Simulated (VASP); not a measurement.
Set up this calculation in VASP 6.6.1, as the native input.

```yaml
Task: single point
Functional: PBE
Potentials_or_basis: VASP PAW PBE potentials, release 64 (Si, Ag)
Cutoff: 400 eV
k_mesh: 7 × 7 × 1
Occupations: gaussian, width 0.05 eV
Spin: collinear spin
Starting_moments: "[0.0, 0.0, 0.0, 0.0, 1.0] μB"
Dipole_correction: yes
Further_INCAR_settings: ALGO = Normal; EDIFF = 1e-06; NBANDS = 26; NELMDL = -8
```

The structure of Si4Ag lies in POSCAR:

```
Si4Ag
1.0
    3.8675357018      0.0000000000      0.0000000000
    0.0000000000      3.8675357018      0.0000000000
    0.0000000000      0.0000000000     19.6115149105
Si Ag
4 1
Direct
    0.0000000000      0.5000000000      0.2039618060
    0.0000000000      0.0000000000      0.2736851480
    0.5000000000      0.0000000000      0.3452315356
    0.5000000000      0.5000000000      0.4136098077
    0.7500000000      0.8750000000      0.4958787749
```

One way to write it, as run:

INCAR

```
PREC = Accurate
ENCUT = 400
EDIFF = 1E-6
ISMEAR = 0
SIGMA = 0.05
LREAL = F
LASPH = T
NELM = 200
ALGO = Normal
ISIF = 2
LWAVE = F
LCHARG = F
ISPIN = 2
MAGMOM = 0 0 0 0 1
LORBIT = 11
LMAXMIX = 4
LDIPOL = T
IDIPOL = 3
DIPOL = 0.5 0.5 0.346
GGA = PE
NBANDS = 26
GGA_COMPAT = F
NELMDL = -8
```

KPOINTS

```
regular mesh
0
Gamma
  7 7 1
```

Potentials or basis: VASP PAW PBE potentials, release 64 (Si, Ag).

Run with:

```console
$ cat potpaw_PBE.64/Si/POTCAR potpaw_PBE.64/Ag/POTCAR > POTCAR
$ mpirun -np 1 vasp_std > vasp.out
```

It gave:

| Item | Value |
| --- | --- |
| Largest force | 0.489 eV/Å |
| Net moment | 0.00 μB per cell |
| Valence electrons inside the program's atomic spheres | Si 1.58, 1.66, 1.65, 1.61; Ag 9.78 |

Run time: 18 min on 1 thread of AMD EPYC 7R43 64-Core Processor (Zen 3), on a shared host, peak memory 0.43 GiB.
